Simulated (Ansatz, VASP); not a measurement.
Two plane-wave programs on NbB2

```
CELL_PARAMETERS angstrom
3.10823 0.00000 0.00000
-1.55411 2.69180 0.00000
0.00000 0.00000 3.32854
ATOMIC_POSITIONS crystal
Nb 0.00000 0.00000 0.00000
B 0.33333 0.66667 0.50000
B 0.66667 0.33333 0.50000
```

Alike in both runs: task relaxation of cell and atoms; functional LDA; k mesh 15 × 15 × 12; occupations gaussian, width 0.1 eV; no spin polarisation.

|  | VASP | Ansatz |
| --- | --- | --- |
| version | VASP 6.6.1 | Ansatz 0.2.0 |
| potentials or method | VASP PAW LDA potentials, release 64 (Nb_sv, B), cutoff 600 eV | scalar-relativistic, plane waves, PAW |
| valence electrons in the cell | 19 | 19 |

```tsv
	VASP	Ansatz	Ansatz less VASP
gap on the k mesh at the Fermi level, each at its own relaxed structure (eV)	none	none	-
relaxed volume (Å³/atom)	8.94	8.94	+0.001
relaxed cell length with the largest relative difference (Å)	3.276	3.277	+0.0013
```

LDA's correlation is that of Perdew and Zunger in VASP and of Perdew and Wang (1992) in Ansatz. A gap of «none» marks a metal or a gap that the smearing closes.
